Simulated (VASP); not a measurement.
# MoS2 (P6_3/mmc) in VASP: single point with PBE

Aim: the single point of MoS2 with PBE.

Everything below comes from runs of VASP 6.6.1. Logs are shortened: lines on timing, memory, paths and dates and some standing lists are left out, and cuts for length are marked.

## 1. The cell of the first run

The structure is hexagonal, space group P6_3/mmc (No. 194). The conventional cell has a = 3.169 Å, b = 3.169 Å, c = 12.324 Å, α = 90.00°, β = 90.00°, γ = 120.00°. Mo (site symmetry -6m2) has 6 S at 2.41 Å and 6 Mo at 3.17 Å within 3.2 Å. Within 3.2 Å of S (site symmetry 3m) lie 3 Mo at 2.41 Å and 7 S at 3.12 to 3.17 Å.

## 2. Single point, PBE, collinear spin, ferromagnetic start

The input, INCAR:

```
SYSTEM = MoS2
  PREC = Accurate
  ENCUT = 520
  EDIFF = 1E-7
  ISMEAR = -1
  SIGMA = 0.02
  LREAL = .False.
  LASPH = .True.
  NELM = 150
  ALGO = Normal
  ISIF = 2
  LWAVE = .False.
  LCHARG = .False.
  ISPIN = 2
  MAGMOM = 2 2 0 0 0 0
  LORBIT = 11
  LMAXMIX = 4
  GGA = PE
  NBANDS = 39
```

The input, KPOINTS:

```
regular mesh
0
Gamma
  11 11 3
  0 0 0
```

The input, POSCAR:

```
MoS2
1.0
    3.1690000000      0.0000000000      0.0000000000
   -1.5845000000      2.7444345046      0.0000000000
    0.0000000000      0.0000000000     12.3240000000
Mo S
2 4
Direct
    0.3333333333      0.6666666667      0.2500000000
    0.6666666667      0.3333333333      0.7500000000
    0.3333333333      0.6666666667      0.6232737302
    0.6666666667      0.3333333333      0.1232737302
    0.3333333333      0.6666666667      0.8767262698
    0.6666666667      0.3333333333      0.3767262698
```

Potentials or basis: VASP PAW PBE potentials, release 64 (Mo_sv, S).

Run with:

```
$ cat potpaw_PBE.64/Mo_sv/POTCAR potpaw_PBE.64/S/POTCAR > POTCAR
$ mpirun -np 1 vasp_std > vasp.out
```

OUTCAR:

```text
SYSTEM = MoS2
   PREC = Accurate
   ENCUT = 520
   EDIFF = 1E-7
   ISMEAR = -1
   LREAL = .False.
   LASPH = .True.
   NELM = 150
   ISIF = 2
   ISPIN = 2
   LORBIT = 11
   GGA = PE

 ion  position               nearest neighbor table
   1  0.333  0.667  0.250-   4 2.41   6 2.41   4 2.41   6 2.41   4 2.41   6 2.41
   2  0.667  0.333  0.750-   3 2.41   5 2.41   3 2.41   5 2.41   3 2.41   5 2.41
   3  0.333  0.667  0.623-   2 2.41   2 2.41   2 2.41
   4  0.667  0.333  0.123-   1 2.41   1 2.41   1 2.41
   5  0.333  0.667  0.877-   2 2.41   2 2.41   2 2.41
   6  0.667  0.333  0.377-   1 2.41   1 2.41   1 2.41

  LATTYP: Found a hexagonal cell.
 ALAT       =     3.1690000000
 C/A-ratio  =     3.8889239508

  Lattice vectors:

 A1 = (   3.1690000000,   0.0000000000,   0.0000000000)
 A2 = (  -1.5845000000,   2.7444345046,   0.0000000000)
 A3 = (   0.0000000000,   0.0000000000,  12.3240000000)

Analysis of symmetry for initial positions (statically):
=====================================================================
 Subroutine PRICEL returns:
 Original cell was already a primitive cell.

 Routine SETGRP: Setting up the symmetry group for a
 hexagonal supercell.

 Subroutine GETGRP returns: Found 24 space group operations
 (whereof 12 operations were pure point group operations)
 out of a pool of 24 trial point group operations.

The static configuration has the point symmetry D_3d.
 The point group associated with its full space group is D_6h.

Analysis of symmetry for dynamics (positions and initial velocities):
=====================================================================
 Subroutine PRICEL returns:
 Original cell was already a primitive cell.

 Routine SETGRP: Setting up the symmetry group for a
 hexagonal supercell.

 Subroutine GETGRP returns: Found 24 space group operations
 (whereof 12 operations were pure point group operations)
 out of a pool of 24 trial point group operations.

The dynamic configuration has the point symmetry D_3d.
 The point group associated with its full space group is D_6h.

Analysis of structural, dynamic, and magnetic symmetry:
=====================================================================
 Subroutine PRICEL returns:
 Original cell was already a primitive cell.

 Routine SETGRP: Setting up the symmetry group for a
 hexagonal supercell.

 Subroutine GETGRP returns: Found 24 space group operations
 (whereof 12 operations were pure point group operations)
 out of a pool of 24 trial point group operations.

The overall configuration has the point symmetry D_3d.
 The point group associated with its full space group is D_6h.

 Subroutine INISYM returns: Found 24 space group operations
 (whereof 12 operations are pure point group operations),
 and found     1 'primitive' translations

----------------------------------------------------------------------------------------

                                     Primitive cell

  volume of cell :     107.1832

  direct lattice vectors                    reciprocal lattice vectors
     3.169000000  0.000000000  0.000000000     0.315556958  0.182186895  0.000000000
    -1.584500000  2.744434505  0.000000000     0.000000000  0.364373789  0.000000000
     0.000000000  0.000000000 12.324000000     0.000000000  0.000000000  0.081142486

  length of vectors
     3.169000000  3.169000000 12.324000000     0.364373789  0.364373789  0.081142486

  position of ions in fractional coordinates (direct lattice)
     0.333333333  0.666666667  0.250000000
     0.666666667  0.333333333  0.750000000
     0.333333333  0.666666667  0.623273730
     0.666666667  0.333333333  0.123273730
     0.333333333  0.666666667  0.876726270
     0.666666667  0.333333333  0.376726270

  ion indices of the primitive-cell ions
   primitive index   ion index
                 1           1
                 2           2
                 3           3
                 4           4
                 5           5
                 6           6
[... 29 lines left out ...]
  0.000000  0.000000  0.000000      1.000000
  0.090909  0.000000  0.000000      6.000000
  0.181818  0.000000  0.000000      6.000000
  0.272727  0.000000  0.000000      6.000000
  0.363636 -0.000000  0.000000      6.000000
  0.454545  0.000000  0.000000      6.000000
[... 16 lines left out ...]
  0.090909  0.090909  0.333333     12.000000
  0.181818  0.090909  0.333333     24.000000
 [... further k-points ...]
   k-points           NKPTS =     32   k-points in BZ     NKDIM =     32   number of bands    NBANDS=     39
   number of dos      NEDOS =    301   number of ions     NIONS =      6
   total plane-waves  NPLWV =  55296
   dimension x,y,z NGX =    24 NGY =   24 NGZ =   96
   dimension x,y,z NGXF=    48 NGYF=   48 NGZF=  192
   ions per type =               2   4
   NGX,Y,Z   is equivalent  to a cutoff of  12.59, 12.59, 12.95 a.u.
   NGXF,Y,Z  is equivalent  to a cutoff of  25.18, 25.18, 25.90 a.u.
 SYSTEM =  MoS2
   PREC   = accura    normal or accurate (medium, high low for compatibility)
   ISTART =      0    job   : 0-new  1-cont  2-samecut
   ICHARG =      2    charge: 1-file 2-atom 10-const
   ISPIN  =      2    spin polarized calculation?
   LNONCOLLINEAR =      F non collinear calculations
   LSORBIT =      F    spin-orbit coupling
   LASPH  =      T    aspherical Exc in radial PAW
   ENCUT  =  520.0 eV  38.22 Ry    6.18 a.u.   5.89  5.89 22.91*2*pi/ulx,y,z
   NELM   =    150;   NELMIN=  2; NELMDL= -5     # of ELM steps
   EDIFF  = 0.1E-06   stopping-criterion for ELM
   LREAL  =      F    real-space projection
   EDIFFG = 0.1E-05   stopping-criterion for IOM
   NSW    =      0    number of steps for IOM
   IBRION =     -1    ionic relax: 0-MD 1-quasi-New 2-CG
   NFREE  =      0    steps in history (QN), initial steepest desc. (CG)
   ISIF   =      2    stress and relaxation
   ISYM   =      2    0-nonsym 1-usesym 2-fastsym
   POTIM  = 0.5000    time-step for ionic-motion
   TEBEG  =    0.0;   TEEND  =   0.0 temperature during run
   PSTRESS=    0.0 pullay stress
   NELECT =      52.0000    total number of electrons
   NUPDOWN=      -1.0000    fix difference up-down
   EMIN   =  10.00;   EMAX   =-10.00  energy-range for DOS
   EFERMI =   0.00;   METHOD = LEGACY
   ISMEAR =    -1;   SIGMA  =   0.02  broadening in eV -4-tet -1-fermi 0-gaus
   EFERMI_NEDOS =   21; number of points for ismear=-14 and -15
   IALGO  =     38    algorithm
   IMIX   =      4    mixing-type and parameters
     AMIX     =   0.40;   BMIX     =  1.00
     AMIX_MAG =   1.60;   BMIX_MAG =  1.00
  volume/ion in A,a.u.               =      17.86       120.55
  Fermi-wavevector in a.u.,A,eV,Ry     =   1.286373  2.430893 22.514325  1.654756
  Thomas-Fermi vector in A             =   2.418452
   LORBIT       =     11    0 simple, 1 ext, 2 COOP (PROOUT), +10 PAW based schemes
   GGA     = PE    functional components
   LHFCALC =     F    Hartree Fock is set to
   AEXX    =    0.0000 exact exchange contribution
   IVDW    =     0    specifies the selected vdW correction
   LEPSILON=     F    determine dielectric tensor
   LRPA    =     F    only Hartree local field effects (RPA)
 spin polarized calculation
  energy-cutoff  :      520.00
  volume of cell :      107.18
 maximum number of plane-waves:      2904
 NGX is ok and might be reduce to    24
   NGX = 11   NGY = 11   NGZ = 45

 number of electron      51.9999997 magnetization       0.0000568

 Free energy of the ion-electron system (eV)
  ---------------------------------------------------
  ext. energy  EPLUGINS =         0.00000000
  ---------------------------------------------------
  free energy    TOTEN  =       -43.61473917 eV

  energy without entropy =      -43.61473917  energy(sigma->0) =      -43.61473917

 E-fermi :   7.9004     XC(G=0): -10.8129

 val. band max:        7.4929592243   @ k =   0.0000   0.0000   0.0000
 cond. band min:       8.3857494220   @ k =   0.1818   0.1818   0.0000
 fundamental gap:      0.8927901976
 Fermi energy:         7.9003685423

 spin component 1

 k-point     1 :       0.0000    0.0000    0.0000
  band No.  band energies     occupation
      1     -54.0195      1.00000
      2     -54.0195      1.00000
      3     -28.1695      1.00000
      4     -28.1694      1.00000
      5     -27.9510      1.00000
      6     -27.9510      1.00000
[... 973 lines left out ...]
     37      16.0918      0.00000
     38      16.1915      0.00000

 [... further k-points ...]

 spin component 2

 k-point     1 :       0.0000    0.0000    0.0000
  band No.  band energies     occupation
      1     -54.0195      1.00000
      2     -54.0195      1.00000
      3     -28.1695      1.00000
      4     -28.1694      1.00000
      5     -27.9510      1.00000
      6     -27.9510      1.00000
[... 973 lines left out ...]
     37      16.0919      0.00000
     38      16.1915      0.00000

 [... further k-points ...]

 [bands above 38 left out]

------------------------ aborting loop because EDIFF is reached ----------------------------------------

  FORCE on cell =-STRESS in cart. coord.  units (eV):
  Direction    XX          YY          ZZ          XY          YZ          ZX
  --------------------------------------------------------------------------------------
  -------------------------------------------------------------------------------------
  Total        1.2962889      1.2962889      1.7809033     -0.0000000      0.0000000      0.0000000
  in kB       19.3769568     19.3769568     26.6209857     -0.0000000      0.0000000      0.0000000
  external PRESSURE =      21.7916331 kB  Pullay stress =       0.0000000 kB

 VOLUME and BASIS-vectors are now :
 -----------------------------------------------------------------------------
  energy-cutoff  :      520.00
  volume of cell :      107.18
      direct lattice vectors                 reciprocal lattice vectors
     3.169000000  0.000000000  0.000000000     0.315556958  0.182186895  0.000000000
    -1.584500000  2.744434505  0.000000000     0.000000000  0.364373789  0.000000000
     0.000000000  0.000000000 12.324000000     0.000000000  0.000000000  0.081142486

 POSITION                                       TOTAL-FORCE (eV/Angst)
 -----------------------------------------------------------------------------------
     -0.00000      1.82962      3.08100         0.000000     -0.000000      0.000000
      1.58450      0.91481      9.24300        -0.000000      0.000000      0.000000
     -0.00000      1.82962      7.68123         0.000000     -0.000000      0.012737
      1.58450      0.91481      1.51923        -0.000000      0.000000      0.012737
     -0.00000      1.82962     10.80477         0.000000     -0.000000     -0.012737
      1.58450      0.91481      4.64277        -0.000000      0.000000     -0.012737
 -----------------------------------------------------------------------------------
    total drift:                               -0.000000      0.000000     -0.000000

  FREE ENERGIE OF THE ION-ELECTRON SYSTEM (eV)
  ---------------------------------------------------
  free  energy   TOTEN  =       -43.6147391720 eV

  energy  without entropy=      -43.6147391720  energy(sigma->0) =      -43.61473917

 total charge

# of ion       s       p       d       tot
------------------------------------------
    1        2.291   6.220   3.948  12.459
    2        2.291   6.220   3.948  12.459
    3        1.365   2.340   0.000   3.705
    4        1.365   2.340   0.000   3.705
    5        1.365   2.340   0.000   3.705
    6        1.365   2.340   0.000   3.705
--------------------------------------------------
tot         10.041  21.801   7.896  39.738

 magnetization (x)

# of ion       s       p       d       tot
------------------------------------------
    1       -0.000  -0.000  -0.000  -0.000
    2       -0.000  -0.000  -0.000  -0.000
    3       -0.000   0.000   0.000   0.000
    4       -0.000   0.000   0.000   0.000
    5       -0.000   0.000   0.000   0.000
    6       -0.000   0.000   0.000   0.000
--------------------------------------------------
tot         -0.000   0.000  -0.000  -0.000
```

Wall time 2.5 min (1 thread of Intel Xeon Platinum 8559C (Emerald Rapids), shared host); peak memory 0.37 GiB.

What came out:

```yaml
Free_energy: -43.6147 eV
Pressure: 2.2 GPa
Largest_force: 0.013 eV/Å
Band_gap_on_the_k_mesh: 0.89 eV, indirect (least direct gap 1.82 eV)
Net_moment: 0.00 μB per cell
Valence_electrons_inside_the_program's_atomic_spheres: Mo 12.46; S 3.71
```

Forces in eV/Å, atoms in the order of the input:
```
Mo   0.000  0.000  0.000
Mo   0.000  0.000  0.000
S    0.000  0.000  0.013
S    0.000  0.000  0.013
S    0.000  0.000 -0.013
S    0.000  0.000 -0.013
```

Stress tensor (GPa, compression positive):
```
1.94 0.00 0.00
0.00 1.94 0.00
0.00 0.00 2.66
```

Caveat: this functional lacks dispersion, which binds the layers, so the pressure and a relaxed spacing across them are unreliable.
